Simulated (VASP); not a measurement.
A run of VASP 6.6.1 is set up as follows.

Contents of POSCAR:

```
S
1.0
    0.0000000000      2.1000000000      2.1000000000
    2.1000000000      0.0000000000      2.1000000000
    2.1000000000      2.1000000000      0.0000000000
S
1
Direct
    0.0000000000      0.0000000000      0.0000000000
```

File INCAR.step1:

```
ALGO = Normal
EDIFF = 1E-5
EDIFFG = -0.005
ENCUT = 550
GGA = PE
GGA_COMPAT = F
IBRION = 2
ISIF = 3
ISMEAR = 1
LASPH = T
LCHARG = F
LREAL = F
LWAVE = T
NELM = 120
NELMIN = 4
NSW = 100
PREC = Accurate
SIGMA = 0.05
```

INCAR.step2

```
ALGO = Normal
EDIFF = 1E-7
EDIFFG = -0.01
ENCUT = 550
GGA_COMPAT = F
IBRION = 2
ISIF = 3
ISMEAR = 1
ISTART = 1
LASPH = T
LCHARG = F
LMIXTAU = T
LREAL = F
LWAVE = F
METAGGA = R2SCAN
NELM = 120
NELMIN = 4
NSW = 80
PREC = Accurate
PSTRESS = 150.0
SIGMA = 0.05
```

Contents of KPOINTS:

```
k-points
0
Gamma
  7 7 7
```

Potentials or basis: VASP PAW PBE potentials, release 64 (S).

Run with:

```sh
$ cat potpaw_PBE.64/S/POTCAR > POTCAR
$ cp INCAR.step1 INCAR
$ mpirun -np 1 vasp_std > vasp.out
$ cp INCAR.step2 INCAR
$ mpirun -np 1 vasp_std > vasp.out
```

Question: What does it give for the relaxed volume?

Answer: 14.02 Å³/atom.

Question: Predict the relaxed cell.

Answer: a = 2.706 Å, b = 2.706 Å, c = 2.706 Å, α = 60.00°, β = 60.00°, γ = 60.00°.

Question: Predict the space group after relaxing (to 0.1 Å).

Answer: Fm-3m (No. 225).

Question: Estimate the band gap on the k mesh.

Answer: Zero (bands 3 and 4 overlap by 6.17 eV).

Step by step:
```csv
step,energy change (eV),largest force (eV/Å),pressure (GPa),volume (Å³)
1,0.0000,0.0000,-8.59,18.52
2,0.3173,0.0000,39.24,12.13
3,0.0155,0.0000,15.02,14.02
```

Caveat: the k points lie up to 0.41 Å⁻¹ apart in the final cell, too coarse for converged energies and pressures of a metal; the cell is relaxed towards a set pressure, so the run minimises the enthalpy, not the energy; the volume moved by over 15 % at a fixed basis, so the end points are rough; the PAW data sets were made with another functional, which shifts forces and pressure a little.
